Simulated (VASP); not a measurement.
# Cr (Im-3m) in VASP: notebook

The runs below take Cr through single point, with PBE, PBEsol.

Everything below comes from runs of VASP 6.6.1. Logs are shortened: lines on timing, memory, paths and dates and some standing lists are left out, and cuts for length are marked.

**1. The cell of the first run**

It takes space group Im-3m (No. 229, cubic). Conventional cell: a = 2.800 Å, b = 2.800 Å, c = 2.800 Å, α = 90.00°, β = 90.00°, γ = 90.00°. Cr (site symmetry m-3m) has 14 Cr at 2.43 to 2.80 Å within 3.2 Å.

**2. Single point, PBE, collinear spin, ferromagnetic start (10.98 Å³/atom)**

Input file INCAR:

```
PREC = Accurate
ENCUT = 520
EDIFF = 1E-6
ISMEAR = -1
SIGMA = 0.05
LREAL = False
LASPH = True
NELM = 150
ALGO = Normal
ISIF = 2
LWAVE = False
LCHARG = True
ISPIN = 2
MAGMOM = 2
LORBIT = 11
LMAXMIX = 4
GGA = PE
LELF = True
LVHAR = True
NBANDS = 16
```

Input file KPOINTS:

```
regular mesh
0
Gamma
  21 21 21
```

Input file POSCAR:

```
Cr
1.0
   -1.4000769411      1.4000769411      1.4000769411
    1.4000769411     -1.4000769411      1.4000769411
    1.4000769411      1.4000769411     -1.4000769411
Cr
1
Direct
    0.0000000000      0.0000000000      0.0000000000
```

Potentials or basis: VASP PAW PBE potentials, release 64 (Cr_pv).

The run is started by

```bash
> cat potpaw_PBE.64/Cr_pv/POTCAR > POTCAR
> mpirun -np 1 vasp_std > vasp.out
```

OUTCAR:

```text
PREC = Accurate
   ENCUT = 520
   EDIFF = 1E-6
   ISMEAR = -1
   LREAL = False
   LASPH = True
   NELM = 150
   ISIF = 2
   ISPIN = 2
   LORBIT = 11
   GGA = PE

 ion  position               nearest neighbor table
   1  0.000  0.000  0.000-

  LATTYP: Found a body centered cubic cell.
 ALAT       =     2.8001538822

  Lattice vectors:

 A1 = (  -1.4000769411,   1.4000769411,   1.4000769411)
 A2 = (   1.4000769411,  -1.4000769411,   1.4000769411)
 A3 = (   1.4000769411,   1.4000769411,  -1.4000769411)

Analysis of symmetry for initial positions (statically):
=====================================================================
 Subroutine PRICEL returns:
 Original cell was already a primitive cell.

 Routine SETGRP: Setting up the symmetry group for a
 body centered cubic supercell.

 Subroutine GETGRP returns: Found 48 space group operations
 (whereof 48 operations were pure point group operations)
 out of a pool of 48 trial point group operations.

The static configuration has the point symmetry O_h .

Analysis of symmetry for dynamics (positions and initial velocities):
=====================================================================
 Subroutine PRICEL returns:
 Original cell was already a primitive cell.

 Routine SETGRP: Setting up the symmetry group for a
 body centered cubic supercell.

 Subroutine GETGRP returns: Found 48 space group operations
 (whereof 48 operations were pure point group operations)
 out of a pool of 48 trial point group operations.

The dynamic configuration has the point symmetry O_h .

Analysis of structural, dynamic, and magnetic symmetry:
=====================================================================
 Subroutine PRICEL returns:
 Original cell was already a primitive cell.

 Routine SETGRP: Setting up the symmetry group for a
 body centered cubic supercell.

 Subroutine GETGRP returns: Found 48 space group operations
 (whereof 48 operations were pure point group operations)
 out of a pool of 48 trial point group operations.

The overall configuration has the point symmetry O_h .

 Subroutine INISYM returns: Found 48 space group operations
 (whereof 48 operations are pure point group operations),
 and found     1 'primitive' translations

----------------------------------------------------------------------------------------

                                     Primitive cell

  volume of cell :      10.9778

  direct lattice vectors                    reciprocal lattice vectors
    -1.400076941  1.400076941  1.400076941     0.000000000  0.357123230  0.357123230
     1.400076941 -1.400076941  1.400076941     0.357123230  0.000000000  0.357123230
     1.400076941  1.400076941 -1.400076941     0.357123230  0.357123230  0.000000000

  length of vectors
     2.425004396  2.425004396  2.425004396     0.505048516  0.505048516  0.505048516

  position of ions in fractional coordinates (direct lattice)
     0.000000000  0.000000000  0.000000000

  ion indices of the primitive-cell ions
   primitive index   ion index
                 1           1

----------------------------------------------------------------------------------------

 KPOINTS: regular mesh

Automatic generation of k-mesh.
 Grid dimensions read from file:
 generate k-points for:   21   21   21

 Generating k-lattice:

  Cartesian coordinates                     Fractional coordinates (reciprocal lattice)
     0.000000000  0.017005868  0.017005868     0.047619048  0.000000000  0.000000000
     0.017005868  0.000000000  0.017005868     0.000000000  0.047619048  0.000000000
     0.017005868  0.017005868  0.000000000     0.000000000  0.000000000  0.047619048

  Length of vectors
     0.024049929  0.024049929  0.024049929

  Shift w.r.t. Gamma in fractional coordinates (k-lattice)
     0.000000000  0.000000000  0.000000000

 Subroutine IBZKPT returns following result:
 ===========================================

 Found    286 irreducible k-points:

 Following reciprocal coordinates:
            Coordinates               Weight
  0.000000  0.000000  0.000000      1.000000
  0.047619  0.000000  0.000000     12.000000
  0.095238  0.000000  0.000000     12.000000
  0.142857  0.000000  0.000000     12.000000
  0.190476  0.000000  0.000000     12.000000
  0.238095  0.000000  0.000000     12.000000
[... 16 lines left out ...]
  0.142857  0.095238 -0.000000     48.000000
  0.190476  0.095238 -0.000000     48.000000
 [... further k-points ...]
   k-points           NKPTS =    286   k-points in BZ     NKDIM =    286   number of bands    NBANDS=     16
   number of dos      NEDOS =    301   number of ions     NIONS =      1
   total plane-waves  NPLWV =   5832
   dimension x,y,z NGX =    18 NGY =   18 NGZ =   18
   dimension x,y,z NGXF=    36 NGYF=   36 NGZF=   36
   ions per type =               1
   NGX,Y,Z   is equivalent  to a cutoff of  12.34, 12.34, 12.34 a.u.
   NGXF,Y,Z  is equivalent  to a cutoff of  24.68, 24.68, 24.68 a.u.
 SYSTEM =  unknown system
   PREC   = accura    normal or accurate (medium, high low for compatibility)
   ISTART =      0    job   : 0-new  1-cont  2-samecut
   ICHARG =      2    charge: 1-file 2-atom 10-const
   ISPIN  =      2    spin polarized calculation?
   LNONCOLLINEAR =      F non collinear calculations
   LSORBIT =      F    spin-orbit coupling
   LASPH  =      T    aspherical Exc in radial PAW
   ENCUT  =  520.0 eV  38.22 Ry    6.18 a.u.   4.51  4.51  4.51*2*pi/ulx,y,z
   NELM   =    150;   NELMIN=  2; NELMDL= -5     # of ELM steps
   EDIFF  = 0.1E-05   stopping-criterion for ELM
   LREAL  =      F    real-space projection
   EDIFFG = 0.1E-04   stopping-criterion for IOM
   NSW    =      0    number of steps for IOM
   IBRION =     -1    ionic relax: 0-MD 1-quasi-New 2-CG
   NFREE  =      0    steps in history (QN), initial steepest desc. (CG)
   ISIF   =      2    stress and relaxation
   ISYM   =      2    0-nonsym 1-usesym 2-fastsym
   POTIM  = 0.5000    time-step for ionic-motion
   TEBEG  =    0.0;   TEEND  =   0.0 temperature during run
   PSTRESS=    0.0 pullay stress
   NELECT =      12.0000    total number of electrons
   NUPDOWN=      -1.0000    fix difference up-down
   EMIN   =  10.00;   EMAX   =-10.00  energy-range for DOS
   EFERMI =   0.00;   METHOD = LEGACY
   ISMEAR =    -1;   SIGMA  =   0.05  broadening in eV -4-tet -1-fermi 0-gaus
   EFERMI_NEDOS =   21; number of points for ismear=-14 and -15
   IALGO  =     38    algorithm
   IMIX   =      4    mixing-type and parameters
     AMIX     =   0.40;   BMIX     =  1.00
     AMIX_MAG =   1.60;   BMIX_MAG =  1.00
  volume/ion in A,a.u.               =      10.98        74.08
  Fermi-wavevector in a.u.,A,eV,Ry     =   1.686411  3.186854 38.694711  2.843981
  Thomas-Fermi vector in A             =   2.769080
   LORBIT       =     11    0 simple, 1 ext, 2 COOP (PROOUT), +10 PAW based schemes
   GGA     = PE    functional components
   LHFCALC =     F    Hartree Fock is set to
   AEXX    =    0.0000 exact exchange contribution
   IVDW    =     0    specifies the selected vdW correction
   LEPSILON=     F    determine dielectric tensor
   LRPA    =     F    only Hartree local field effects (RPA)
 spin polarized calculation
  energy-cutoff  :      520.00
  volume of cell :       10.98
 maximum number of plane-waves:       321
 NGX is ok and might be reduce to    18
   NGX =  9   NGY =  9   NGZ =  9

 number of electron      12.0000013 magnetization       0.0003587

 number of electron      12.0000013 magnetization      -0.0000043

 Free energy of the ion-electron system (eV)
  ---------------------------------------------------
  ext. energy  EPLUGINS =         0.00000000
  ---------------------------------------------------
  free energy    TOTEN  =        -9.49437558 eV

  energy without entropy =       -9.48806415  energy(sigma->0) =       -9.49121986

 E-fermi :  11.7438     XC(G=0): -13.9722

 val. band max:       11.7403773353   @ k =  -0.3333   0.3333   0.2381
 cond. band min:      11.7438143022   @ k =  -0.1905   0.1905   0.0952
 fundamental gap:      0.0034369669
 Fermi energy:        11.7437914587

 spin component 1

 k-point     1 :       0.0000    0.0000    0.0000
  band No.  band energies     occupation
      1     -30.9397      1.00000
      2     -30.9397      1.00000
      3     -30.9397      1.00000
      4       3.6803      1.00000
      5      10.7359      1.00000
      6      10.7359      1.00000
[... 8 lines left out ...]
     15      42.4170      0.00000
     16      47.4779      0.00000
[... 419 lines left out ...]
 k-point    24 :       0.1905    0.0952   -0.0000
  band No.  band energies     occupation
      1     -31.4828      1.00000
      2     -31.0977      1.00000
      3     -30.9749      1.00000
      4       6.1438      1.00000
      5       9.9166      1.00000
      6      10.1761      1.00000
[... 8 lines left out ...]
     15      41.6237      0.00000
     16      43.7923      0.00000

 [... further k-points ...]

 spin component 2

 k-point     1 :       0.0000    0.0000    0.0000
  band No.  band energies     occupation
      1     -30.9397      1.00000
      2     -30.9397      1.00000
      3     -30.9397      1.00000
      4       3.6803      1.00000
      5      10.7359      1.00000
      6      10.7359      1.00000
[... 8 lines left out ...]
     15      42.4170      0.00000
     16      47.4779      0.00000
[... 419 lines left out ...]
 k-point    24 :       0.1905    0.0952   -0.0000
  band No.  band energies     occupation
      1     -31.4828      1.00000
      2     -31.0977      1.00000
      3     -30.9749      1.00000
      4       6.1438      1.00000
      5       9.9166      1.00000
      6      10.1761      1.00000
[... 8 lines left out ...]
     15      41.6237      0.00000
     16      43.7923      0.00000

 [... further k-points ...]

------------------------ aborting loop because EDIFF is reached ----------------------------------------

  FORCE on cell =-STRESS in cart. coord.  units (eV):
  Direction    XX          YY          ZZ          XY          YZ          ZX
  --------------------------------------------------------------------------------------
  -------------------------------------------------------------------------------------
  Total        0.9698280      0.9698280      0.9698280      0.0000000      0.0000000      0.0000000
  in kB      141.5433933    141.5433933    141.5433933      0.0000000      0.0000000      0.0000000
  external PRESSURE =     141.5433933 kB  Pullay stress =       0.0000000 kB

 VOLUME and BASIS-vectors are now :
 -----------------------------------------------------------------------------
  energy-cutoff  :      520.00
  volume of cell :       10.98
      direct lattice vectors                 reciprocal lattice vectors
    -1.400076941  1.400076941  1.400076941     0.000000000  0.357123230  0.357123230
     1.400076941 -1.400076941  1.400076941     0.357123230  0.000000000  0.357123230
     1.400076941  1.400076941 -1.400076941     0.357123230  0.357123230  0.000000000

 POSITION                                       TOTAL-FORCE (eV/Angst)
 -----------------------------------------------------------------------------------
      0.00000      0.00000      0.00000         0.000000      0.000000     -0.000000
 -----------------------------------------------------------------------------------
    total drift:                                0.000000     -0.000000      0.000000

  FREE ENERGIE OF THE ION-ELECTRON SYSTEM (eV)
  ---------------------------------------------------
  free  energy   TOTEN  =        -9.4943755816 eV

  energy  without entropy=       -9.4880641469  energy(sigma->0) =       -9.49121986

 total charge

# of ion       s       p       d       tot
------------------------------------------
    1        0.460   6.440   4.275  11.175

 magnetization (x)

# of ion       s       p       d       tot
------------------------------------------
    1       -0.000  -0.000  -0.000  -0.000
```

Run time: 2.8 min. Hardware: 1 thread of AMD EPYC, shared host; peak memory 0.15 GiB.

Results:

- Free energy: -9.4944 eV
- Pressure: 14.2 GPa
- Band gap on the k mesh: zero (filled and empty bands overlap)
- Net moment: 0.00 μB per cell
- Valence electrons inside the program's atomic spheres: Cr 11.18

Caveat: the cell stands under pressure.

**3. Single point, PBEsol, collinear spin, ferromagnetic start**

Input file INCAR:

```
SYSTEM = Cr
  PREC = Accurate
  ENCUT = 520
  EDIFF = 1E-6
  ISMEAR = -1
  SIGMA = 0.05
  LREAL = .FALSE.
  LASPH = .TRUE.
  NELM = 150
  ALGO = Normal
  ISIF = 2
  LWAVE = .FALSE.
  LCHARG = .FALSE.
  ISPIN = 2
  MAGMOM = 2
  LORBIT = 11
  LMAXMIX = 4
  GGA = PS
  NBANDS = 16
```

Input file KPOINTS:

```
Automatic mesh
0
G
  21 21 21
  0 0 0
```

POSCAR is that of step 2.

Potentials or basis: VASP PAW PBE potentials, release 64 (Cr_pv).

The run is started by

```bash
> cat potpaw_PBE.64/Cr_pv/POTCAR > POTCAR
> mpirun -np 1 vasp_std > vasp.out
```

It took 2.6 min on 1 thread of AMD EPYC, shared host; peak memory 0.15 GiB.

The run converged. Its results:

* Free energy: -10.2427 eV
* Pressure: 3.7 GPa
* Band gap on the k mesh: zero (filled and empty bands overlap)
* Net moment: 0.00 μB per cell
* Valence electrons inside the program's atomic spheres: Cr 11.17

Levels at points of the mesh, in eV from the Fermi level:
Spin up:
```csv
k point,band 4,band 5,band 6,band 7,band 8,band 9
"(0.00, 0.00, 0.00)",-8.09,-1.00,-1.00,-1.00,1.16,1.16
```
Spin down:
| k point | band 3 | band 4 | band 5 | band 6 | band 7 | band 8 | band 9 | band 10 |
| --- | --- | --- | --- | --- | --- | --- | --- | --- |
| (0.00, 0.00, 0.00) | -42.53 | -8.09 | -1.00 | -1.00 | -1.00 | 1.16 | 1.16 | 7.09 |

Caveat: the cell stands under pressure; the PAW data sets were made with another functional, which shifts forces and pressure a little.

[end of part 1 of 2]
